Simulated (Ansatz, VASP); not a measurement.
## Two plane-wave programs on ZnCu2

```
Zn Cu
1.0
     2.59233    0.00000    0.00000
    -1.29616    2.24502    0.00000
     0.00000    0.00000    6.25956
Zn Cu
1 2
Direct
  0.00000 0.00000 0.00000
  0.33333 0.66667 0.66233
  0.66667 0.33333 0.33767
```

Alike in both runs: functional r2SCAN; k mesh 18 × 18 × 8; occupations gaussian, width 0.1 eV; no spin polarisation.

Ansatz relaxed the structure, and its values are those at the end. VASP's run is a single point on that final structure, the one shown.

|  | VASP | Ansatz |
| --- | --- | --- |
| version | VASP 6.6.1 | Ansatz 0.2.0 |
| potentials or method | VASP PAW PBE potentials, release 64 (Zn, Cu), cutoff 520 eV | scalar-relativistic, plane waves, PAW |
| valence electrons in the cell | 34 | 50 |

|  | VASP | Ansatz | Ansatz less VASP |
| --- | --- | --- | --- |
| gap on the k mesh at the Fermi level (eV) | none | none | - |
| pressure (GPa) | 0.5 | 0.0 | -0.54 |
| rms of the force components (eV/Å) | 0.007 | 0.000 | -0.0068 |

VASP's potentials were made for PBE, not for r2SCAN. A gap of «none» marks a metal or a gap that the smearing closes. The functional is the same, so the differences come from potentials, cutoffs and numerics. VASP's potentials hold 34 valence electrons a cell and Ansatz's 50, so a difference there can come from the potentials and not from the codes.
